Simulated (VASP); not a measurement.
Set up this calculation in VASP 6.6.1, as the native input.

```yaml
Task: relaxation of cell and atoms
Functional: PBE
Potentials_or_basis: VASP PAW PBE potentials, release 64 (Cd, Te)
Cutoff: 600 eV
k_mesh: 6 × 6 × 6
Occupations: fermi-dirac, width 0.02 eV
Spin: no spin polarisation
Dipole_correction: no
Further_INCAR_settings: ALGO = Normal; EDIFF = 1e-06; IBRION = 2; EDIFFG = -0.005; NSW = 80; ISIF = 3
```

The structure of CdTe lies in POSCAR:

```
CdTe
1.0
    3.6314211873      0.0000000000      0.0000000000
    0.0000000000      3.6314211873      0.0000000000
    0.0000000000      0.0000000000      3.6314211873
Cd Te
1 1
Direct
    0.0000000000      0.0000000000      0.0000000000
    0.5000000000      0.5000000000      0.5000000000
```

These files were run (other wordings do the same):

INCAR

```
ALGO     = Normal         # electronic algorithm
EDIFF    = 1E-6           # SCF threshold, eV
EDIFFG   = -0.005         # ionic threshold
ENCUT    = 600            # plane-wave cutoff, eV
GGA      = PE             # functional
IBRION   = 2              # ionic algorithm
ISIF     = 3              # what is computed and relaxed
ISMEAR   = -1             # smearing method
LASPH    = T              # aspherical terms in the spheres
LCHARG   = F              # write CHGCAR
LREAL    = F              # projectors in reciprocal space
LWAVE    = F              # write WAVECAR
NELM     = 100            # most SCF steps
NSW      = 80             # ionic steps
PREC     = Accurate       # precision mode
SIGMA    = 0.02           # smearing width, eV
```

KPOINTS

```
k-points
0
Gamma
  6 6 6
```

Potentials or basis: VASP PAW PBE potentials, release 64 (Cd, Te).

Launch:

```sh
$ cat potpaw_PBE.64/Cd/POTCAR potpaw_PBE.64/Te/POTCAR > POTCAR
$ mpirun -np 1 vasp_std > vasp.out
```

It gave:

- Relaxed volume: 27.01 Å³/atom
- Relaxed cell: a = 3.780 Å, b = 3.780 Å, c = 3.780 Å, α = 90.00°, β = 90.00°, γ = 90.00°
- Space group after relaxing (to 0.05 Å): Pm-3m (No. 221)
- Energy gained by relaxing: 64.6 meV/atom
- Ionic steps: 5
- Pressure after relaxing: 0.0 GPa
- Band gap on the k mesh: zero (band 9 reaches 5.18 eV, above the bottom of band 10 at 3.79 eV)

Caveat: spin-orbit coupling is left out, which moves the levels of the heavy elements.

It took 76 s on 1 thread of AMD EPYC 7R13, on a shared host, peak memory 0.15 GiB.
